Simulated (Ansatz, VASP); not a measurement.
Al2Pt: VASP beside Ansatz

```
Al Pt
1.0
     2.97320   -2.97320    0.00000
     2.97320    0.00000   -2.97320
     6.23508    6.23508    6.23508
Al Pt
6 3
Direct
  0.66667 0.66667 0.39739
  0.00000 0.00000 0.07949
  0.33333 0.33333 0.71529
  0.66667 0.66667 0.87424
  0.00000 0.00000 0.55634
  0.33333 0.33333 0.23844
  0.00000 0.00000 0.79477
  0.33333 0.33333 0.47687
  0.66667 0.66667 0.15897
```

Alike in both runs: task single point; functional PBE; k mesh 13 × 13 × 5; occupations gaussian, width 0.15 eV; no spin polarisation.

|  | VASP | Ansatz |
| --- | --- | --- |
| version | VASP 6.6.1 | Ansatz 0.2.0 |
| potentials or method | VASP PAW PBE potentials, release 64 (Al, Pt), cutoff 520 eV | scalar-relativistic, plane waves, PAW |
| valence electrons in the cell | 48 | 72 |

VASP gave:

- gap on the k mesh at the Fermi level (eV): none
- pressure (GPa): -3.3
- traceless stress, the component that is largest in VASP (GPa): -1.60
- rms of the force components (eV/Å): 0.254

Which values does Ansatz return?

gap on the k mesh at the Fermi level (eV): none; pressure (GPa): -3.2; traceless stress, the component that is largest in VASP (GPa): -1.60; rms of the force components (eV/Å): 0.255.

Atom by atom the forces differ by 0.001 eV/Å (rms over components). A gap of «none» marks a metal or a gap that the smearing closes. The functional is the same, so the differences come from potentials, cutoffs and numerics. VASP's potentials hold 48 valence electrons a cell and Ansatz's 72, so a difference there can come from the potentials and not from the codes.

Spin-orbit coupling is off throughout.
